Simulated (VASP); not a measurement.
# CsPbCl3 (Pm-3m) in VASP: settings compared, part 2 of 2

VASP 6.6.1. Earlier steps stand in the parts before.

### 3 Relaxation of cell and atoms, RPBE

INCAR

```
SYSTEM = CsPbCl3
PREC     = Accurate       ! precision mode
ENCUT    = 600            ! plane-wave cutoff, eV
EDIFF    = 1E-7           ! SCF threshold, eV
ISMEAR   = -1             ! smearing method
SIGMA    = 0.05           ! smearing width, eV
LREAL    = .FALSE.        ! projectors in reciprocal space
LASPH    = .TRUE.         ! aspherical terms in the spheres
NELM     = 80             ! most SCF steps
ALGO     = Normal         ! electronic algorithm
ISIF     = 3              ! what is computed and relaxed
LWAVE    = .FALSE.        ! write WAVECAR
LCHARG   = .FALSE.        ! write CHGCAR
GGA      = RP             ! functional
IBRION   = 2              ! ionic algorithm
NSW      = 60             ! ionic steps
EDIFFG   = -0.01          ! ionic threshold
```

KPOINTS

```
Automatic mesh
0
G
  5 5 5
  0 0 0
```

POSCAR

```
CsPbCl3
1.0
    5.6050000000      0.0000000000      0.0000000000
    0.0000000000      5.6050000000      0.0000000000
    0.0000000000      0.0000000000      5.6050000000
Pb Cs Cl
1 1 3
Direct
    0.5000000000      0.5000000000      0.5000000000
    0.0000000000      0.0000000000      0.0000000000
    0.5000000000      0.0000000000      0.5000000000
    0.0000000000      0.5000000000      0.5000000000
    0.5000000000      0.5000000000      0.0000000000
```

Potentials or basis: VASP PAW PBE potentials, release 64 (Pb_d, Cs_sv, Cl).

On the command line:

```bash
> cat potpaw_PBE.64/Pb_d/POTCAR potpaw_PBE.64/Cs_sv/POTCAR potpaw_PBE.64/Cl/POTCAR > POTCAR
> mpirun -np 1 vasp_std > vasp.out
```

OUTCAR:

```text
SYSTEM = CsPbCl3
   PREC = Accurate
   ENCUT = 600
   EDIFF = 1E-7
   ISMEAR = -1
   LREAL = .FALSE.
   LASPH = .TRUE.
   NELM = 80
   ISIF = 3
   GGA = RP
   IBRION = 2
   NSW = 60
   EDIFFG = -0.01

 ion  position               nearest neighbor table
   1  0.500  0.500  0.500-   3 2.80   4 2.80   5 2.80   5 2.80   3 2.80   4 2.80
   2  0.000  0.000  0.000-
   3  0.500  0.000  0.500-   1 2.80   1 2.80
   4  0.000  0.500  0.500-   1 2.80   1 2.80
   5  0.500  0.500  0.000-   1 2.80   1 2.80

  LATTYP: Found a simple cubic cell.
 ALAT       =     5.6050000000

  Lattice vectors:

 A1 = (   5.6050000000,   0.0000000000,   0.0000000000)
 A2 = (   0.0000000000,   5.6050000000,   0.0000000000)
 A3 = (   0.0000000000,   0.0000000000,   5.6050000000)

Analysis of symmetry for initial positions (statically):
=====================================================================
 Subroutine PRICEL returns:
 Original cell was already a primitive cell.

 Routine SETGRP: Setting up the symmetry group for a
 simple cubic supercell.

 Subroutine GETGRP returns: Found 48 space group operations
[... 142 lines left out ...]
  volume of cell :      176.09
 maximum number of plane-waves:      5896
 NGX is ok and might be reduce to    48
   NGX = 23   NGY = 23   NGZ = 23

--------------------------------------- Ionic step        1  -------------------------------------------

 number of electron      43.9999992 magnetization

 Free energy of the ion-electron system (eV)
  ---------------------------------------------------
  ext. energy  EPLUGINS =         0.00000000
  ---------------------------------------------------
  free energy    TOTEN  =       -16.42275126 eV

  energy without entropy =      -16.42275126  energy(sigma->0) =      -16.42275126

------------------------ aborting loop because EDIFF is reached ----------------------------------------

  FORCE on cell =-STRESS in cart. coord.  units (eV):
  Direction    XX          YY          ZZ          XY          YZ          ZX
  --------------------------------------------------------------------------------------
  -------------------------------------------------------------------------------------
  Total        3.5794568      3.5794568      3.5794568     -0.0000000      0.0000000     -0.0000000
  in kB       32.5687324     32.5687324     32.5687324     -0.0000000      0.0000000     -0.0000000
  external PRESSURE =      32.5687324 kB  Pullay stress =       0.0000000 kB
[... 104 lines left out ...]
--------------------------------------- Ionic step        4  -------------------------------------------

 number of electron      43.9999995 magnetization

 Free energy of the ion-electron system (eV)
  ---------------------------------------------------
  ext. energy  EPLUGINS =         0.00000000
  ---------------------------------------------------
  free energy    TOTEN  =       -16.64385215 eV

  energy without entropy =      -16.64385215  energy(sigma->0) =      -16.64385215

 E-fermi :   1.0694     XC(G=0):  -6.9545

 val. band max:       -0.0000434784   @ k =   0.4000   0.4000   0.4000
 cond. band min:       3.3004681553   @ k =   0.4000   0.4000   0.4000
 fundamental gap:      3.3005116337
 Fermi energy:         1.0694419564

 k-point     1 :       0.0000    0.0000    0.0000
  band No.  band energies     occupation
      1     -20.4360      2.00000
      2     -15.9605      2.00000
      3     -15.9605      2.00000
      4     -15.8661      2.00000
      5     -15.8661      2.00000
      6     -15.8661      2.00000
[... 311 lines left out ...]
  FREE ENERGIE OF THE ION-ELECTRON SYSTEM (eV)
  ---------------------------------------------------
  free  energy   TOTEN  =       -16.6438521499 eV

  energy  without entropy=      -16.6438521498  energy(sigma->0) =      -16.64385215

 reached required accuracy - stopping structural energy minimisation
```

OSZICAR:

```text
N       E                     dE             d eps       ncg     rms          rms(c)
DAV:   1     0.455924036472E+03    0.45592E+03   -0.21036E+04   520   0.172E+03
DAV:   2     0.454697967618E+02   -0.41045E+03   -0.40091E+03   640   0.373E+02
DAV:   3    -0.145532794143E+02   -0.60023E+02   -0.59668E+02   632   0.150E+02
[... 44 lines left out ...]
DAV:   5    -0.166438495678E+02   -0.42106E-05   -0.97009E-06   710   0.212E-02    0.644E-03
DAV:   6    -0.166438519714E+02   -0.24036E-05   -0.73345E-07   536   0.881E-03    0.174E-03
DAV:   7    -0.166438524983E+02   -0.52692E-06   -0.97230E-08   360   0.393E-03    0.588E-04
DAV:   8    -0.166438521987E+02    0.29959E-06   -0.39974E-08   302   0.198E-03    0.151E-04
DAV:   9    -0.166438521499E+02    0.48803E-07   -0.15141E-08   288   0.137E-03
   4 F= -.16643852E+02 E0= -.16643852E+02  d E =-.221101E+00
```

Wall time 88 s (1 thread of Intel Xeon 6975P-C (Granite Rapids), shared host); peak memory 0.37 GiB.

Results:

| Quantity | Value |
| --- | --- |
| Free energy | -16.6439 eV |
| Relaxed volume | 40.12 Å³/atom |
| Relaxed cell | a = 5.854 Å, b = 5.854 Å, c = 5.854 Å, α = 90.00°, β = 90.00°, γ = 90.00° |
| Space group after relaxing (to 0.1 Å) | Pm-3m (No. 221) |
| Energy gained by relaxing | 44.2 meV/atom |
| Ionic steps | 4 |
| Pressure after relaxing | 0.0 GPa |
| Band gap on the k mesh | 3.30 eV |

The path:
```tsv
step	energy change (eV)	largest force (eV/Å)	pressure (GPa)	volume (Å³)
1	0.0000	0.0000	3.26	176.09
2	-0.2114	0.0000	0.56	194.97
3	-0.2210	0.0000	-0.06	201.26
4	-0.2211	0.0000	0.00	200.62
```

Final structure:
```
Pb Cs Cl
1.0
     5.85408    0.00000    0.00000
     0.00000    5.85408    0.00000
     0.00000    0.00000    5.85408
Pb Cs Cl
1 1 3
Direct
  0.50000 0.50000 0.50000
  0.00000 0.00000 0.00000
  0.50000 0.00000 0.50000
  0.00000 0.50000 0.50000
  0.50000 0.50000 0.00000
```

Levels at points of the mesh, in eV from the valence-band top:
| k point | band 19 | band 20 | band 21 | band 22 | band 23 | band 24 | band 25 | band 26 |
| --- | --- | --- | --- | --- | --- | --- | --- | --- |
| (0.00, 0.00, 0.00) | -1.29 | -1.23 | -1.23 | -1.23 | 4.63 | 5.71 | 5.71 | 6.55 |

Caveat: the PAW data sets were made with another functional, which shifts forces and pressure a little; spin-orbit coupling is left out, which moves the levels of the heavy elements; an odd mesh through Γ misses points on the zone boundary, where band edges can lie. Zero-point motion and thermal expansion aren't in these numbers.

### 4 Single point, PBEsol

This run uses another cell than the first one, of 35.41 Å³/atom.

INCAR

```
SYSTEM = CsPbCl3
  PREC = Accurate
  ENCUT = 520
  EDIFF = 1E-6
  ISMEAR = -1
  SIGMA = 0.05
  LREAL = .FALSE.
  LASPH = .TRUE.
  NELM = 100
  ALGO = Normal
  ISIF = 2
  LWAVE = .FALSE.
  LCHARG = .TRUE.
  GGA = PS
  LELF = .TRUE.
  LVHAR = .TRUE.
  NBANDS = 30
```

KPOINTS

```
regular mesh
0
G
  5 5 5
  0 0 0
```

POSCAR: that of step 3 with these lines changed.

```diff
@@ -2,5 +2,5 @@
 1.0
-    5.6050000000      0.0000000000      0.0000000000
-    0.0000000000      5.6050000000      0.0000000000
-    0.0000000000      0.0000000000      5.6050000000
+    5.6154639986      0.0000000000      0.0000000000
+    0.0000000000      5.6154639986      0.0000000000
+    0.0000000000      0.0000000000      5.6154639986
 Pb Cs Cl
```

On the command line:

```bash
> cat potpaw_PBE.64/Pb_d/POTCAR potpaw_PBE.64/Cs_sv/POTCAR potpaw_PBE.64/Cl/POTCAR > POTCAR
> mpirun -np 1 vasp_std > vasp.out
```

Wall time 47 s (1 thread of Intel Xeon Platinum 8259CL at 2.50GHz (Skylake/Cascade Lake), shared host); peak memory 0.28 GiB.

Results (log left out):

| Quantity | Value |
| --- | --- |
| Free energy | -18.3904 eV |
| Pressure | 0.0 GPa |
| Band gap on the k mesh | 2.87 eV |

Levels at points of the mesh, in eV from the valence-band top:
```csv
k point,band 18,band 19,band 20,band 21,band 22,band 23,band 24,band 25,band 26,band 27
"(0.00, 0.00, 0.00)",-1.98,-1.98,-1.88,-1.88,-1.88,3.85,4.86,4.86,5.76,5.76
```

Caveat: the PAW data sets were made with another functional, which shifts forces and pressure a little; spin-orbit coupling is left out, which moves the levels of the heavy elements; an odd mesh through Γ misses points on the zone boundary, where band edges can lie.

### 5 The runs side by side

```csv
task,level,cell,cutoff (eV),gap on the mesh (eV),pressure (GPa),relaxed volume (Å³/atom)
relaxation of cell and atoms,PBEsol,"relaxed from a = 5.605 Å, 5 atoms",600,2.87,0.0,35.37
relaxation of cell and atoms,RPBE,"relaxed from a = 5.605 Å, 5 atoms",600,3.30,0.0,40.12
single point,PBEsol,"a = 5.615 Å, 5 atoms",520,2.87,0.0,-
```

Alike in all rows: potentials or basis VASP PAW PBE potentials, release 64 (Pb_d, Cs_sv, Cl); no spin polarisation; k mesh 5 × 5 × 5; smearing fermi-dirac 0.05 eV.

Caveats: the PAW data sets were made with another functional, which shifts forces and pressure a little; spin-orbit coupling is left out, which moves the levels of the heavy elements; an odd mesh through Γ misses points on the zone boundary, where band edges can lie.

Total energies depend on the potentials used, so only differences within one code and one set of settings carry meaning.
